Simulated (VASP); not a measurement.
**Ti: relaxation of cell and atoms with PBE**

Ti:

```
Ti
1.0
     2.05876    0.00000    0.00000
     0.00000    2.05876    0.00000
     0.00000    0.00000    2.05876
Ti
1
Direct
  0.00000 0.00000 0.00000
```

* Program: VASP 6.6.1
* Task: relaxation of cell and atoms
* Functional: PBE
* Potentials or basis: VASP PAW PBE potentials, release 64 (Ti_sv)
* Cutoff: 600 eV
* k mesh: 18 × 18 × 18
* Occupations: fermi-dirac, width 0.08 eV
* Spin: no spin polarisation
* Target pressure: 230 GPa
* Dipole correction: no
* Further INCAR settings: ALGO = Normal; EDIFF = 1e-06; IBRION = 2; EDIFFG = -0.005; NSW = 60; ISIF = 3

```yaml
Relaxed_volume: 8.68 Å³/atom
Relaxed_cell: a = 2.055 Å, b = 2.055 Å, c = 2.055 Å, α = 90.00°, β = 90.00°, γ = 90.00°
Space_group_after_relaxing_to_0.05_Å: Pm-3m (No. 221)
Energy_change_on_relaxing_the_enthalpy_is_what_falls: +62.6 meV/atom
Ionic_steps: 3
Pressure_after_relaxing: 230.1 GPa
Band_gap_on_the_k_mesh: zero (band 6 reaches 19.17 eV, above the bottom of band 7 at 13.23 eV)
```

The path:
```csv
step,energy change (eV),largest force (eV/Å),pressure (GPa),volume (Å³)
1,0.0000,0.0000,226.00,8.73
2,0.4059,0.0000,252.03,8.45
3,0.0626,0.0000,230.07,8.68
```

Final structure:
```
CELL_PARAMETERS angstrom
2.05529 0.00000 0.00000
0.00000 2.05529 0.00000
0.00000 0.00000 2.05529
ATOMIC_POSITIONS crystal
Ti 0.00000 0.00000 0.00000
```

Levels at points of the mesh, in eV from the Fermi level:
| k point | band 4 | band 5 | band 6 | band 7 | band 8 | band 9 |
| --- | --- | --- | --- | --- | --- | --- |
| (0.00, 0.00, 0.00) | -30.23 | -5.81 | -4.14 | -4.14 | 8.16 | 8.16 |
| (0.50, 0.00, 0.00) | -29.62 | -2.43 | -0.92 | 2.69 | 3.12 | 3.12 |
| (0.50, 0.50, 0.00) | -29.08 | -7.92 | 0.21 | 4.31 | 4.31 | 11.16 |
| (0.50, 0.50, 0.50) | -33.83 | -4.57 | -4.57 | -4.57 | 9.54 | 11.46 |

It took 29 s on 1 thread of Intel(R) Xeon(R) Platinum 8488C (Sapphire Rapids), with other jobs on the host, peak memory 0.14 GiB.

Caveat: the cell is relaxed towards a set pressure, so the enthalpy falls and the energy may rise.
